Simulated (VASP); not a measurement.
A run of VASP 6.6.1:

The input INCAR:

```
  PREC = Accurate
  ENCUT = 600
  EDIFF = 1E-6
  ISMEAR = 0
  SIGMA = 0.1
  LREAL = F
  LASPH = T
  NELM = 100
  ALGO = Fast
  ISIF = 3
  LWAVE = F
  LCHARG = F
  GGA = PE
  IBRION = 2
  NSW = 100
  EDIFFG = -0.01
```

KPOINTS

```
Automatic mesh
0
Gamma
  8 8 8
```

POSCAR

```
GeIrRu3
1.0
    4.4197167818      0.0000000000      0.0000000000
    0.0000000000      4.4197167818      0.0000000000
    0.0000000000      0.0000000000      4.4197167818
Ge Ru Ir
1 3 1
Direct
    0.5000000000      0.5000000000      0.5000000000
    0.0000000000      0.5000000000      0.5000000000
    0.5000000000      0.0000000000      0.5000000000
    0.5000000000      0.5000000000      0.0000000000
    0.0000000000      0.0000000000      0.0000000000
```

Potentials or basis: VASP PAW PBE potentials, release 64 (Ge_d, Ru_pv, Ir).

The run is started by

```console
$ cat potpaw_PBE.64/Ge_d/POTCAR potpaw_PBE.64/Ru_pv/POTCAR potpaw_PBE.64/Ir/POTCAR > POTCAR
$ mpirun -np 1 vasp_std > vasp.out
```

Hardware: 1 thread of Intel Xeon 8259CL, on a shared host.

Q: Estimate the wall time of this run.

A: Run time: 10 min on 1 thread of Intel Xeon 8259CL (shared host), peak memory 0.31 GiB. Counts: scf iterations 35, k points 35, ion steps 3.
